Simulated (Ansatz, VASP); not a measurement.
**Si5Se in VASP and in Ansatz**

```
CELL_PARAMETERS angstrom
4.39620 0.00000 0.00000
-2.19810 3.80722 0.00000
0.00000 0.00000 6.22714
ATOMIC_POSITIONS crystal
Si 0.00000 0.00000 0.24166
Si 0.00000 0.00000 0.75834
Si 0.50000 0.00000 0.00000
Si 0.00000 0.50000 0.00000
Si 0.50000 0.50000 0.00000
Se 0.00000 0.00000 0.50000
```

Alike in both runs: task relaxation of cell and atoms; functional PBE; k mesh 6 × 6 × 4; occupations gaussian, width 0.1 eV; no spin polarisation.

|  | VASP | Ansatz |
| --- | --- | --- |
| version | VASP 6.6.1 | Ansatz 0.2.0 |
| potentials or method | VASP PAW PBE potentials, release 64 (Si, Se), cutoff 600 eV | scalar-relativistic, plane waves, PAW |
| valence electrons in the cell | 26 | 36 |

Ansatz gave:

* gap on the k mesh at the Fermi level, each at its own relaxed structure (eV): none
* relaxed volume (Å³/atom): 24.52
* relaxed cell length with the largest relative difference (Å): 7.346

Task: Which values does VASP return?

Result: gap on the k mesh at the Fermi level, each at its own relaxed structure (eV): none; relaxed volume (Å³/atom): 24.64; relaxed cell length with the largest relative difference (Å): 7.376.

A gap of «none» marks a metal or a gap that the smearing closes. VASP's potentials hold 26 valence electrons a cell and Ansatz's 36, so a difference there can come from the potentials and not from the codes.

Noted on VASP's run: the volume moved by over 15 % at a fixed basis, so the end points are rough.
